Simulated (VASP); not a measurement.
Write the native input for VASP 6.6.1 that does the following.

| Item | Value |
| --- | --- |
| Task | single point |
| Functional | PBE |
| Potentials or basis | VASP PAW PBE potentials, release 64 (Mg, O) |
| Cutoff | 520 eV |
| k mesh | 10 × 10 × 10 |
| Occupations | gaussian, width 0.05 eV |
| Spin | no spin polarisation |
| Dipole correction | no |
| Further INCAR settings | ALGO = Normal; EDIFF = 1e-07; NBANDS = 11 |

The structure of MgO lies in POSCAR:

```
MgO
1.0
    0.0000000000      2.1351500000      2.1351500000
    2.1351500000      0.0000000000      2.1351500000
    2.1351500000      2.1351500000      0.0000000000
Mg O
1 1
Direct
   -0.0439079222     -0.0439079222      0.0439079222
    0.5000000000      0.5000000000      0.5000000000
```

This cell differs from its parent crystal: all Mg atoms moved +0.188 Å, as atom 1 towards its neighbour atom 2 (O) at 2.135 Å.

The input as run:

INCAR

```
PREC = Accurate ; ENCUT = 520
EDIFF = 1E-7 ; ISMEAR = 0
SIGMA = 0.05 ; LREAL = False
LASPH = True ; NELM = 100
ALGO = Normal ; ISIF = 2
LWAVE = False ; LCHARG = True
GGA = PE ; LELF = True
LVHAR = True ; NBANDS = 11
```

KPOINTS

```
Automatic mesh
0
Gamma
  10 10 10
```

Potentials or basis: VASP PAW PBE potentials, release 64 (Mg, O).

Launch:

```console
$ cat potpaw_PBE.64/Mg/POTCAR potpaw_PBE.64/O/POTCAR > POTCAR
$ mpirun -np 1 vasp_std > vasp.out
```

Results of the run:

* Pressure: 0.7 GPa
* Largest force: 1.080 eV/Å
* Band gap on the k mesh: 4.33 eV, direct

Caveat: the cell differs from its parent crystal (all Mg atoms moved +0.188 Å, as atom 1 towards its neighbour atom 2 (O) at 2.135 Å); forces of over 1 eV/Å act on the atoms, so gaps and moduli don't describe the material at rest.

Run time: 26 s on 1 thread of Intel Xeon 8259CL, on a shared host, peak memory 0.15 GiB.
